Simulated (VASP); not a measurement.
# GaSe (P6_3/mmc) in VASP: notebook

GaSe is run at these levels: LDA, revPBE+D3(BJ), PBE+D3(BJ), PBE; tasks: single point, relaxation of cell and atoms.

Program: VASP 6.6.1. These are calculated values, not measurements. Logs are shortened: lines on timing, memory, paths and dates and some standing lists are left out, and cuts for length are marked.

**1. The cell of the first run**

It takes space group P6_3/mmc (No. 194, hexagonal). Conventional cell: a = 3.714 Å, b = 3.714 Å, c = 15.719 Å, α = 90.00°, β = 90.00°, γ = 120.00°. Within 3.2 Å of Ga (site symmetry 3m) lie 1 Ga at 2.40 Å and 3 Se at 2.44 Å. Se (site symmetry 3m) has 3 Ga at 2.44 Å within 3.2 Å.

**2. Single point, LDA**

The input, INCAR:

```
ALGO = Normal
EDIFF = 1E-6
ENCUT = 500
GGA = CA
GGA_COMPAT = F
ISIF = 2
ISMEAR = 0
LASPH = T
LCHARG = T
LELF = T
LREAL = F
LVHAR = T
LWAVE = F
NBANDS = 48
NELM = 120
PREC = Accurate
SIGMA = 0.01
```

The input, KPOINTS:

```
k-points
0
Gamma
  6 6 2
```

The input, POSCAR:

```
GaSe
1.0
    3.7143999696      0.0000000000      0.0000000000
   -1.8571999848      3.2167647335      0.0000000000
    0.0000000000      0.0000000000     15.7192027145
Ga Se
4 4
Direct
    0.3333333333      0.6666666667      0.1735388895
    0.6666666667      0.3333333333      0.6735388895
    0.3333333333      0.6666666667      0.3264611105
    0.6666666667      0.3333333333      0.8264611105
    0.3333333333      0.6666666667      0.5996986559
    0.6666666667      0.3333333333      0.0996986559
    0.3333333333      0.6666666667      0.9003013441
    0.6666666667      0.3333333333      0.4003013441
```

Potentials or basis: VASP PAW LDA potentials, release 64 (Ga_d, Se).

Launch:

```bash
cat potpaw_LDA.64/Ga_d/POTCAR potpaw_LDA.64/Se/POTCAR > POTCAR
mpirun -np 1 vasp_std > vasp.out
```

OUTCAR:

```text
EDIFF = 1E-6
   ENCUT = 500
   GGA = CA
   ISIF = 2
   ISMEAR = 0
   LASPH = T
   LREAL = F
   NELM = 120
   PREC = Accurate

 ion  position               nearest neighbor table
   1  0.333  0.667  0.174-   3 2.40   6 2.44   6 2.44   6 2.44
   2  0.667  0.333  0.674-   4 2.40   5 2.44   5 2.44   5 2.44
   3  0.333  0.667  0.326-   1 2.40   8 2.44   8 2.44   8 2.44
   4  0.667  0.333  0.826-   2 2.40   7 2.44   7 2.44   7 2.44
   5  0.333  0.667  0.600-   2 2.44   2 2.44   2 2.44
   6  0.667  0.333  0.100-   1 2.44   1 2.44   1 2.44
   7  0.333  0.667  0.900-   4 2.44   4 2.44   4 2.44
   8  0.667  0.333  0.400-   3 2.44   3 2.44   3 2.44

  LATTYP: Found a hexagonal cell.
 ALAT       =     3.7143999696
 C/A-ratio  =     4.2319628589

  Lattice vectors:

 A1 = (   3.7143999696,   0.0000000000,   0.0000000000)
 A2 = (  -1.8571999848,   3.2167647335,   0.0000000000)
 A3 = (   0.0000000000,   0.0000000000,  15.7192027145)

Analysis of symmetry for initial positions (statically):
=====================================================================
 Subroutine PRICEL returns:
 Original cell was already a primitive cell.

 Routine SETGRP: Setting up the symmetry group for a
 hexagonal supercell.

 Subroutine GETGRP returns: Found 24 space group operations
 (whereof 12 operations were pure point group operations)
 out of a pool of 24 trial point group operations.

The static configuration has the point symmetry D_3d.
 The point group associated with its full space group is D_6h.

Analysis of symmetry for dynamics (positions and initial velocities):
=====================================================================
 Subroutine PRICEL returns:
 Original cell was already a primitive cell.

 Routine SETGRP: Setting up the symmetry group for a
 hexagonal supercell.

 Subroutine GETGRP returns: Found 24 space group operations
 (whereof 12 operations were pure point group operations)
 out of a pool of 24 trial point group operations.

The dynamic configuration has the point symmetry D_3d.
 The point group associated with its full space group is D_6h.

 Subroutine INISYM returns: Found 24 space group operations
 (whereof 12 operations are pure point group operations),
 and found     1 'primitive' translations

----------------------------------------------------------------------------------------

                                     Primitive cell

  volume of cell :     187.8185

  direct lattice vectors                    reciprocal lattice vectors
     3.714399970  0.000000000  0.000000000     0.269222488  0.155435676  0.000000000
    -1.857199985  3.216764733  0.000000000     0.000000000  0.310871351  0.000000000
     0.000000000  0.000000000 15.719202714     0.000000000  0.000000000  0.063616458

  length of vectors
     3.714399970  3.714399970 15.719202714     0.310871351  0.310871351  0.063616458

  position of ions in fractional coordinates (direct lattice)
     0.333333333  0.666666667  0.173538890
     0.666666667  0.333333333  0.673538890
     0.333333333  0.666666667  0.326461110
     0.666666667  0.333333333  0.826461110
     0.333333333  0.666666667  0.599698656
     0.666666667  0.333333333  0.099698656
     0.333333333  0.666666667  0.900301344
     0.666666667  0.333333333  0.400301344

  ion indices of the primitive-cell ions
   primitive index   ion index
                 1           1
                 2           2
                 3           3
                 4           4
                 5           5
                 6           6
                 7           7
                 8           8

----------------------------------------------------------------------------------------

 KPOINTS: k-points

Automatic generation of k-mesh.
 Grid dimensions read from file:
 generate k-points for:    6    6    2

 Generating k-lattice:

  Cartesian coordinates                     Fractional coordinates (reciprocal lattice)
     0.044870415  0.025905946  0.000000000     0.166666667  0.000000000  0.000000000
     0.000000000  0.051811892  0.000000000     0.000000000  0.166666667  0.000000000
     0.000000000  0.000000000  0.031808229     0.000000000  0.000000000  0.500000000

  Length of vectors
     0.051811892  0.051811892  0.031808229

  Shift w.r.t. Gamma in fractional coordinates (k-lattice)
     0.000000000  0.000000000  0.000000000

 Subroutine IBZKPT returns following result:
 ===========================================

 Found     14 irreducible k-points:

 Following reciprocal coordinates:
            Coordinates               Weight
  0.000000  0.000000  0.000000      1.000000
  0.166667  0.000000  0.000000      6.000000
  0.333333 -0.000000  0.000000      6.000000
  0.500000  0.000000  0.000000      3.000000
  0.166667  0.166667  0.000000      6.000000
  0.333333  0.166667  0.000000     12.000000
  0.333333  0.333333  0.000000      2.000000
  0.000000  0.000000  0.500000      1.000000
  0.166667  0.000000  0.500000      6.000000
  0.333333 -0.000000  0.500000      6.000000
  0.500000  0.000000  0.500000      3.000000
  0.166667  0.166667  0.500000      6.000000
  0.333333  0.166667  0.500000     12.000000
  0.333333  0.333333  0.500000      2.000000
   k-points           NKPTS =     14   k-points in BZ     NKDIM =     14   number of bands    NBANDS=     48
   number of dos      NEDOS =    301   number of ions     NIONS =      8
   total plane-waves  NPLWV =  94080
   dimension x,y,z NGX =    28 NGY =   28 NGZ =  120
   dimension x,y,z NGXF=    56 NGYF=   56 NGZF=  240
   ions per type =               4   4
   NGX,Y,Z   is equivalent  to a cutoff of  12.53, 12.53, 12.69 a.u.
   NGXF,Y,Z  is equivalent  to a cutoff of  25.06, 25.06, 25.38 a.u.
 SYSTEM =  unknown system
   PREC   = accura    normal or accurate (medium, high low for compatibility)
   ISTART =      0    job   : 0-new  1-cont  2-samecut
   ICHARG =      2    charge: 1-file 2-atom 10-const
   ISPIN  =      1    spin polarized calculation?
   LNONCOLLINEAR =      F non collinear calculations
   LSORBIT =      F    spin-orbit coupling
   LASPH  =      T    aspherical Exc in radial PAW
   ENCUT  =  500.0 eV  36.75 Ry    6.06 a.u.   6.77  6.77 28.66*2*pi/ulx,y,z
   NELM   =    120;   NELMIN=  2; NELMDL= -5     # of ELM steps
   EDIFF  = 0.1E-05   stopping-criterion for ELM
   LREAL  =      F    real-space projection
   EDIFFG = 0.1E-04   stopping-criterion for IOM
   NSW    =      0    number of steps for IOM
   IBRION =     -1    ionic relax: 0-MD 1-quasi-New 2-CG
   NFREE  =      0    steps in history (QN), initial steepest desc. (CG)
   ISIF   =      2    stress and relaxation
   ISYM   =      2    0-nonsym 1-usesym 2-fastsym
   POTIM  = 0.5000    time-step for ionic-motion
   TEBEG  =    0.0;   TEEND  =   0.0 temperature during run
   PSTRESS=    0.0 pullay stress
   NELECT =      76.0000    total number of electrons
   NUPDOWN=      -1.0000    fix difference up-down
   EMIN   =  10.00;   EMAX   =-10.00  energy-range for DOS
   EFERMI =   0.00;   METHOD = LEGACY
   ISMEAR =     0;   SIGMA  =   0.01  broadening in eV -4-tet -1-fermi 0-gaus
   EFERMI_NEDOS =   21; number of points for ismear=-14 and -15
   IALGO  =     38    algorithm
   IMIX   =      4    mixing-type and parameters
     AMIX     =   0.40;   BMIX     =  1.00
     AMIX_MAG =   1.60;   BMIX_MAG =  1.00
  volume/ion in A,a.u.               =      23.48       158.43
  Fermi-wavevector in a.u.,A,eV,Ry     =   1.210877  2.288225 19.949162  1.466222
  Thomas-Fermi vector in A             =   2.346410
   LORBIT       =      0    0 simple, 1 ext, 2 COOP (PROOUT), +10 PAW based schemes
   GGA     = CA    functional components
   LHFCALC =     F    Hartree Fock is set to
   AEXX    =    0.0000 exact exchange contribution
   IVDW    =     0    specifies the selected vdW correction
   LEPSILON=     F    determine dielectric tensor
   LRPA    =     F    only Hartree local field effects (RPA)
 non-spin polarized calculation
 Gauss-broadening in eV      SIGMA  =   0.01
  energy-cutoff  :      500.00
  volume of cell :      187.82
 maximum number of plane-waves:      4788
 NGX is ok and might be reduce to    28
   NGX = 13   NGY = 13   NGZ = 57

 number of electron      76.0000020 magnetization

 Free energy of the ion-electron system (eV)
  ---------------------------------------------------
  ext. energy  EPLUGINS =         0.00000000
  ---------------------------------------------------
  free energy    TOTEN  =       -35.37861527 eV

  energy without entropy =      -35.37861527  energy(sigma->0) =      -35.37861527

 E-fermi :   3.8708     XC(G=0):  -9.8137

 val. band max:        3.7724809565   @ k =   0.0000   0.0000   0.0000
 cond. band min:       4.6067539000   @ k =   0.0000   0.0000   0.0000
 fundamental gap:      0.8342729435
 Fermi energy:         3.8707505979

 k-point     1 :       0.0000    0.0000    0.0000
  band No.  band energies     occupation
      1     -11.6829      2.00000
      2     -11.6823      2.00000
      3     -11.5409      2.00000
      4     -11.5409      2.00000
      5     -11.5407      2.00000
      6     -11.5407      2.00000
[... 40 lines left out ...]
     47       8.9559      0.00000
     48       8.9563      0.00000

 k-point     2 :       0.1667    0.0000    0.0000
  band No.  band energies     occupation
      1     -11.6902      2.00000
      2     -11.6871      2.00000
      3     -11.6132      2.00000
      4     -11.6047      2.00000
      5     -11.5619      2.00000
      6     -11.5494      2.00000
[... 40 lines left out ...]
     47       8.2337      0.00000
     48       8.7238      0.00000

 k-point     3 :       0.3333   -0.0000    0.0000
  band No.  band energies     occupation
      1     -11.7468      2.00000
      2     -11.7388      2.00000
      3     -11.6559      2.00000
      4     -11.6454      2.00000
      5     -11.6419      2.00000
      6     -11.6396      2.00000
[... 550 lines left out ...]
     47       8.5433      0.00000
     48       8.5433      0.00000

 k-point    14 :       0.3333    0.3333    0.5000
  band No.  band energies     occupation
      1     -11.7717      2.00000
      2     -11.7717      2.00000
      3     -11.6898      2.00000
      4     -11.6898      2.00000
      5     -11.6394      2.00000
      6     -11.6394      2.00000
[... 40 lines left out ...]
     47       9.8337      0.00000
     48       9.8337      0.00000

------------------------ aborting loop because EDIFF is reached ----------------------------------------

  FORCE on cell =-STRESS in cart. coord.  units (eV):
  Direction    XX          YY          ZZ          XY          YZ          ZX
  --------------------------------------------------------------------------------------
  -------------------------------------------------------------------------------------
  Total        0.3264621      0.3264621      0.3320549      0.0000000     -0.0000000     -0.0000000
  in kB        2.7848692      2.7848692      2.8325788      0.0000000     -0.0000000     -0.0000000
  external PRESSURE =       2.8007724 kB  Pullay stress =       0.0000000 kB

 VOLUME and BASIS-vectors are now :
 -----------------------------------------------------------------------------
  energy-cutoff  :      500.00
  volume of cell :      187.82
      direct lattice vectors                 reciprocal lattice vectors
     3.714399970  0.000000000  0.000000000     0.269222488  0.155435676  0.000000000
    -1.857199985  3.216764733  0.000000000     0.000000000  0.310871351  0.000000000
     0.000000000  0.000000000 15.719202714     0.000000000  0.000000000  0.063616458

 POSITION                                       TOTAL-FORCE (eV/Angst)
 -----------------------------------------------------------------------------------
     -0.00000      2.14451      2.72789        -0.000000      0.000000      0.016982
      1.85720      1.07225     10.58749         0.000000      0.000000      0.016982
     -0.00000      2.14451      5.13171        -0.000000     -0.000000     -0.016982
      1.85720      1.07225     12.99131         0.000000     -0.000000     -0.016982
     -0.00000      2.14451      9.42678        -0.000000     -0.000000     -0.040583
      1.85720      1.07225      1.56718         0.000000      0.000000     -0.040583
     -0.00000      2.14451     14.15202        -0.000000     -0.000000      0.040583
      1.85720      1.07225      6.29242         0.000000      0.000000      0.040583
 -----------------------------------------------------------------------------------
    total drift:                               -0.000000      0.000000     -0.000000

  FREE ENERGIE OF THE ION-ELECTRON SYSTEM (eV)
  ---------------------------------------------------
  free  energy   TOTEN  =       -35.3786152694 eV

  energy  without entropy=      -35.3786152694  energy(sigma->0) =      -35.37861527
```

It took 3.1 min on 1 thread of Oxide Virtual Turin-like, shared host; peak memory 0.25 GiB.

Results:

| Item | Value |
| --- | --- |
| Free energy | -35.3786 eV |
| Pressure | 0.3 GPa |
| Largest force | 0.041 eV/Å |
| Band gap on the k mesh | 0.83 eV |

Forces on the atoms (eV/Å):
```
Ga   0.000  0.000  0.017
Ga   0.000  0.000  0.017
Ga   0.000  0.000 -0.017
Ga   0.000  0.000 -0.017
Se   0.000  0.000 -0.041
Se   0.000  0.000 -0.041
Se   0.000  0.000  0.041
Se   0.000  0.000  0.041
```

A k mesh can miss the band edges. As with any semilocal functional, this LDA gap is likely too small.

**3. Single point, revPBE+D3(BJ)**

This run uses another cell than the first one, of 23.96 Å³/atom.

The input, INCAR:

```
ALGO     = Normal         # electronic algorithm
EDIFF    = 1E-6           # SCF threshold, eV
ENCUT    = 500            # plane-wave cutoff, eV
GGA      = RE             # functional
GGA_COMPAT= F            
ISIF     = 2              # what is computed and relaxed
ISMEAR   = 0              # smearing method
IVDW     = 12             # dispersion correction
LASPH    = T              # aspherical terms in the spheres
LCHARG   = F              # write CHGCAR
LREAL    = F              # projectors in reciprocal space
LWAVE    = F              # write WAVECAR
NBANDS   = 48             # bands
NELM     = 120            # most SCF steps
PREC     = Accurate       # precision mode
SIGMA    = 0.01           # smearing width, eV
```

KPOINTS is that of step 2.

The input, POSCAR:

```
GaSe
1.0
    3.7580728013      0.0000000000      0.0000000000
   -1.8790364007      3.2545865152      0.0000000000
    0.0000000000      0.0000000000     15.6703391775
Ga Se
4 4
Direct
    0.3333333333      0.6666666667      0.1722496959
    0.6666666667      0.3333333333      0.6722496959
    0.3333333333      0.6666666667      0.3277503041
    0.6666666667      0.3333333333      0.8277503041
    0.3333333333      0.6666666667      0.5968060628
    0.6666666667      0.3333333333      0.0968060628
    0.3333333333      0.6666666667      0.9031939372
    0.6666666667      0.3333333333      0.4031939372
```

Potentials or basis: VASP PAW PBE potentials, release 64 (Ga_d, Se).

Launch:

```bash
cat potpaw_PBE.64/Ga_d/POTCAR potpaw_PBE.64/Se/POTCAR > POTCAR
mpirun -np 1 vasp_std > vasp.out
```

Wall time 3.8 min (1 thread of Oxide Virtual Turin-like, shared host); peak memory 0.31 GiB.

Results (log left out):

```
Free energy                : -32.3627 eV
Pressure                   : 0.2 GPa
Largest force              : 0.027 eV/Å
Band gap on the k mesh     : 0.90 eV
Dispersion energy per atom : -0.573 eV
```

Forces on the atoms (eV/Å):
```
Ga   0.000  0.000  0.018
Ga   0.000  0.000  0.018
Ga   0.000  0.000 -0.018
Ga   0.000  0.000 -0.018
Se   0.000  0.000 -0.027
Se   0.000  0.000 -0.027
Se   0.000  0.000  0.027
Se   0.000  0.000  0.027
```

Levels at points of the mesh, in eV from the valence-band top:
| k point | band 35 | band 36 | band 37 | band 38 | band 39 | band 40 | band 41 | band 42 |
| --- | --- | --- | --- | --- | --- | --- | --- | --- |
| (0.00, 0.00, 0.00) | -1.40 | -1.27 | -1.27 | 0.00 | 0.90 | 1.96 | 2.12 | 2.28 |
| (0.50, 0.00, 0.00) | -2.63 | -2.43 | -2.36 | -1.90 | 0.95 | 1.18 | 1.79 | 1.86 |
| (0.00, 0.00, 0.50) | -1.31 | -1.31 | -0.96 | -0.96 | 1.60 | 1.60 | 2.18 | 2.18 |
| (0.50, 0.00, 0.50) | -2.52 | -2.52 | -2.26 | -2.26 | 1.33 | 1.33 | 1.55 | 1.55 |

Caveat: the PAW data sets were made with another functional, which shifts forces and pressure a little.

[end of part 1 of 2]
